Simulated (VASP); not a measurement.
Crystal: FePt.

```xyz
2
Lattice="3.0593 0.0000 0.0000 0.0000 3.0593 0.0000 0.0000 0.0000 3.0593" Properties=species:S:1:pos:R:3 pbc="T T T"
Fe    0.0000    0.0000    0.0000
Pt    1.5296    1.5296    1.5296
```

Base run:

| Quantity | Value |
| --- | --- |
| Program | VASP 6.6.1 |
| Functional | PBE |
| Potentials or basis | VASP PAW PBE potentials, release 64 (Fe, Pt) |
| Cutoff | 520 eV |
| k mesh | 14 × 14 × 14 |
| Occupations | gaussian, width 0.1 eV |
| Spin | no spin polarisation |

Its results: band gap on the k mesh zero (band 9 reaches 8.61 eV, above the bottom of band 10 at 7.50 eV); pressure -15.1 GPa.

The run is repeated on the same cell with these changes: functional from PBE to r2SCAN; further incar settings from ALGO = Fast; EDIFF = 1e-06; NBANDS = 16 to ALGO = Normal; EDIFF = 1e-06; NBANDS = 16. What comes out?

Band gap on the k mesh zero (band 9 reaches 8.45 eV, above the bottom of band 10 at 7.36 eV); pressure -20.4 GPa.

Caveats: spin-orbit coupling is left out, which moves the levels of the heavy elements; the PAW data sets were made with another functional, which shifts forces and pressure a little (some runs).
